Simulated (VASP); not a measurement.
# BaTiO3 (P4/mmm) in VASP: a series of runs, part 2 of 2

VASP 6.6.1.

### 3 Single point, PBE

This run uses another cell than the first one, of the same volume but with other edges.

Input file INCAR:

```
SYSTEM = BaTiO3
PREC     = Accurate       ! precision mode
ENCUT    = 520            ! plane-wave cutoff, eV
EDIFF    = 1E-6           ! SCF threshold, eV
ISMEAR   = 0              ! smearing method
SIGMA    = 0.05           ! smearing width, eV
LREAL    = .FALSE.        ! projectors in reciprocal space
LASPH    = .TRUE.         ! aspherical terms in the spheres
NELM     = 80             ! most SCF steps
ALGO     = Normal         ! electronic algorithm
ISIF     = 2              ! what is computed and relaxed
LWAVE    = .FALSE.        ! write WAVECAR
LCHARG   = .FALSE.        ! write CHGCAR
GGA      = PE             ! functional
NBANDS   = 28             ! bands
```

Input file KPOINTS:

```
regular mesh
0
G
  8 8 8
  0 0 0
```

Input file POSCAR:

```
BaTiO3
1.0
    3.6826626998      0.0000000000      0.0000000000
    0.0000000000      3.6826626998      0.0000000000
    0.0000000000      0.0000000000      4.7875204225
Ba Ti O
1 1 3
Direct
    0.0000000000      0.0000000000      0.0000000000
    0.5000000000      0.5000000000      0.5000000000
    0.5000000000      0.5000000000      0.0000000000
    0.5000000000      0.0000000000      0.5000000000
    0.0000000000      0.5000000000      0.5000000000
```

Potentials or basis: VASP PAW PBE potentials, release 64 (Ba_sv, Ti_sv, O).

The run is started by

```
> cat potpaw_PBE.64/Ba_sv/POTCAR potpaw_PBE.64/Ti_sv/POTCAR potpaw_PBE.64/O/POTCAR > POTCAR
> mpirun -np 1 vasp_std > vasp.out
```

OUTCAR:

```text
SYSTEM = BaTiO3
   PREC = Accurate
   ENCUT = 520
   EDIFF = 1E-6
   ISMEAR = 0
   LREAL = .FALSE.
   LASPH = .TRUE.
   NELM = 80
   ISIF = 2
   GGA = PE

 ion  position               nearest neighbor table
   1  0.000  0.000  0.000-   3 2.60   3 2.60   3 2.60   3 2.60   5 3.02   4 3.02   5 3.02   5 3.02
                             5 3.02   4 3.02   4 3.02   4 3.02   2 3.54   2 3.54   2 3.54   2 3.54
   2  0.500  0.500  0.500-   4 1.84   5 1.84   4 1.84   5 1.84   3 2.39   3 2.39   1 3.54   1 3.54
                             1 3.54   1 3.54   1 3.54   1 3.54   1 3.54   1 3.54
   3  0.500  0.500  0.000-   2 2.39   2 2.39   1 2.60   1 2.60   1 2.60   1 2.60
   4  0.500  0.000  0.500-   2 1.84   2 1.84   1 3.02   1 3.02   1 3.02   1 3.02
   5  0.000  0.500  0.500-   2 1.84   2 1.84   1 3.02   1 3.02   1 3.02   1 3.02

  LATTYP: Found a simple tetragonal cell.
 ALAT       =     3.6826626998
 C/A-ratio  =     1.3000159973

  Lattice vectors:

 A1 = (   3.6826626998,   0.0000000000,   0.0000000000)
 A2 = (   0.0000000000,   3.6826626998,   0.0000000000)
 A3 = (   0.0000000000,   0.0000000000,   4.7875204225)

Analysis of symmetry for initial positions (statically):
=====================================================================
 Subroutine PRICEL returns:
 Original cell was already a primitive cell.

 Routine SETGRP: Setting up the symmetry group for a
 simple tetragonal supercell.

 Subroutine GETGRP returns: Found 16 space group operations
 (whereof 16 operations were pure point group operations)
 out of a pool of 16 trial point group operations.

The static configuration has the point symmetry D_4h.

Analysis of symmetry for dynamics (positions and initial velocities):
=====================================================================
 Subroutine PRICEL returns:
 Original cell was already a primitive cell.

 Routine SETGRP: Setting up the symmetry group for a
 simple tetragonal supercell.

 Subroutine GETGRP returns: Found 16 space group operations
 (whereof 16 operations were pure point group operations)
 out of a pool of 16 trial point group operations.

The dynamic configuration has the point symmetry D_4h.

 Subroutine INISYM returns: Found 16 space group operations
 (whereof 16 operations are pure point group operations),
 and found     1 'primitive' translations

----------------------------------------------------------------------------------------

                                     Primitive cell

  volume of cell :      64.9284

  direct lattice vectors                    reciprocal lattice vectors
     3.682662700  0.000000000  0.000000000     0.271542653  0.000000000  0.000000000
     0.000000000  3.682662700  0.000000000     0.000000000  0.271542653  0.000000000
     0.000000000  0.000000000  4.787520423     0.000000000  0.000000000  0.208876394

  length of vectors
     3.682662700  3.682662700  4.787520423     0.271542653  0.271542653  0.208876394

  position of ions in fractional coordinates (direct lattice)
     0.000000000  0.000000000  0.000000000
     0.500000000  0.500000000  0.500000000
     0.500000000  0.500000000  0.000000000
     0.500000000  0.000000000  0.500000000
     0.000000000  0.500000000  0.500000000
[... 23 lines left out ...]

  Length of vectors
     0.033942832  0.033942832  0.026109549

  Shift w.r.t. Gamma in fractional coordinates (k-lattice)
     0.000000000  0.000000000  0.000000000

 Subroutine IBZKPT returns following result:
 ===========================================

 Found     75 irreducible k-points:

 Following reciprocal coordinates:
            Coordinates               Weight
  0.000000  0.000000  0.000000      1.000000
  0.125000  0.000000  0.000000      4.000000
  0.250000  0.000000  0.000000      4.000000
  0.375000  0.000000  0.000000      4.000000
  0.500000  0.000000  0.000000      2.000000
  0.125000  0.125000  0.000000      4.000000
[... 16 lines left out ...]
  0.375000  0.125000  0.125000     16.000000
  0.500000  0.125000  0.125000      8.000000
 [... further k-points ...]
   k-points           NKPTS =     75   k-points in BZ     NKDIM =     75   number of bands    NBANDS=     28
   number of dos      NEDOS =    301   number of ions     NIONS =      5
   total plane-waves  NPLWV =  28224
   dimension x,y,z NGX =    28 NGY =   28 NGZ =   36
   dimension x,y,z NGXF=    56 NGYF=   56 NGZF=   72
   ions per type =               1   1   3
   NGX,Y,Z   is equivalent  to a cutoff of  12.64, 12.64, 12.50 a.u.
   NGXF,Y,Z  is equivalent  to a cutoff of  25.28, 25.28, 25.00 a.u.
 SYSTEM =  BaTiO3
   PREC   = accura    normal or accurate (medium, high low for compatibility)
   ISTART =      0    job   : 0-new  1-cont  2-samecut
   ICHARG =      2    charge: 1-file 2-atom 10-const
   ISPIN  =      1    spin polarized calculation?
   LNONCOLLINEAR =      F non collinear calculations
   LSORBIT =      F    spin-orbit coupling
   LASPH  =      T    aspherical Exc in radial PAW
   ENCUT  =  520.0 eV  38.22 Ry    6.18 a.u.   6.85  6.85  8.90*2*pi/ulx,y,z
   NELM   =     80;   NELMIN=  2; NELMDL= -5     # of ELM steps
   EDIFF  = 0.1E-05   stopping-criterion for ELM
   LREAL  =      F    real-space projection
[... 7 lines left out ...]
   TEBEG  =    0.0;   TEEND  =   0.0 temperature during run
   PSTRESS=    0.0 pullay stress
   NELECT =      40.0000    total number of electrons
   NUPDOWN=      -1.0000    fix difference up-down
   EMIN   =  10.00;   EMAX   =-10.00  energy-range for DOS
   EFERMI =   0.00;   METHOD = LEGACY
   ISMEAR =     0;   SIGMA  =   0.05  broadening in eV -4-tet -1-fermi 0-gaus
   EFERMI_NEDOS =   21; number of points for ismear=-14 and -15
   IALGO  =     38    algorithm
   IMIX   =      4    mixing-type and parameters
     AMIX     =   0.40;   BMIX     =  1.00
     AMIX_MAG =   1.60;   BMIX_MAG =  1.00
  volume/ion in A,a.u.               =      12.99        87.63
  Fermi-wavevector in a.u.,A,eV,Ry     =   1.392996  2.632381 26.401274  1.940439
  Thomas-Fermi vector in A             =   2.516685
   LORBIT       =      0    0 simple, 1 ext, 2 COOP (PROOUT), +10 PAW based schemes
   GGA     = PE    functional components
   LHFCALC =     F    Hartree Fock is set to
   AEXX    =    0.0000 exact exchange contribution
   IVDW    =     0    specifies the selected vdW correction
   LEPSILON=     F    determine dielectric tensor
   LRPA    =     F    only Hartree local field effects (RPA)
 non-spin polarized calculation
 Gauss-broadening in eV      SIGMA  =   0.05
  energy-cutoff  :      520.00
  volume of cell :       64.93
 maximum number of plane-waves:      1768
 NGX is ok and might be reduce to    28

 number of electron      39.9999983 magnetization

 Free energy of the ion-electron system (eV)
  ---------------------------------------------------
  ext. energy  EPLUGINS =         0.00000000
  ---------------------------------------------------
  free energy    TOTEN  =       -38.38722226 eV

  energy without entropy =      -38.38722226  energy(sigma->0) =      -38.38722226

 E-fermi :   4.5405     XC(G=0): -11.1353

 val. band max:        4.2503565230   @ k =   0.5000   0.5000   0.5000
 cond. band min:       5.5139024526   @ k =   0.0000   0.0000   0.0000
 fundamental gap:      1.2635459297
 Fermi energy:         4.5405173792

 k-point     1 :       0.0000    0.0000    0.0000
  band No.  band energies     occupation
      1     -52.7115      2.00000
      2     -28.9951      2.00000
      3     -28.9941      2.00000
      4     -28.9941      2.00000
      5     -21.1149      2.00000
      6     -13.7824      2.00000
[... 733 lines left out ...]
     27      11.8941      0.00000
     28      11.9304      0.00000

 [... further k-points ...]

------------------------ aborting loop because EDIFF is reached ----------------------------------------

  FORCE on cell =-STRESS in cart. coord.  units (eV):
  Direction    XX          YY          ZZ          XY          YZ          ZX
  --------------------------------------------------------------------------------------
  -------------------------------------------------------------------------------------
  Total       13.4380576     13.4380576     -5.1965511      0.0000000      0.0000000      0.0000000
  in kB      331.5984988    331.5984988   -128.2304773      0.0000000      0.0000000      0.0000000
  external PRESSURE =     178.3221734 kB  Pullay stress =       0.0000000 kB

 VOLUME and BASIS-vectors are now :
 -----------------------------------------------------------------------------
  energy-cutoff  :      520.00
  volume of cell :       64.93
      direct lattice vectors                 reciprocal lattice vectors
     3.682662700  0.000000000  0.000000000     0.271542653  0.000000000  0.000000000
     0.000000000  3.682662700  0.000000000     0.000000000  0.271542653  0.000000000
     0.000000000  0.000000000  4.787520423     0.000000000  0.000000000  0.208876394

 POSITION                                       TOTAL-FORCE (eV/Angst)
 -----------------------------------------------------------------------------------
      0.00000      0.00000      0.00000         0.000000      0.000000      0.000000
      1.84133      1.84133      2.39376         0.000000      0.000000      0.000000
      1.84133      1.84133      0.00000         0.000000      0.000000      0.000000
      1.84133      0.00000      2.39376         0.000000      0.000000      0.000000
      0.00000      1.84133      2.39376         0.000000      0.000000      0.000000
 -----------------------------------------------------------------------------------
    total drift:                                0.000000      0.000000      0.000000

  FREE ENERGIE OF THE ION-ELECTRON SYSTEM (eV)
  ---------------------------------------------------
  free  energy   TOTEN  =       -38.3872222594 eV

  energy  without entropy=      -38.3872222594  energy(sigma->0) =      -38.38722226
```

Run time: 3.1 min. Hardware: 1 thread of Intel Xeon 8259CL, shared host; peak memory 0.27 GiB.

Results:

```yaml
Free_energy: -38.3872 eV
Pressure: 17.8 GPa
Band_gap_on_the_k_mesh: 1.26 eV (least direct gap 1.63 eV)
```

Caveat: the cell stands under pressure; spin-orbit coupling is left out, which moves the levels of the heavy elements. A k mesh can miss the band edges.
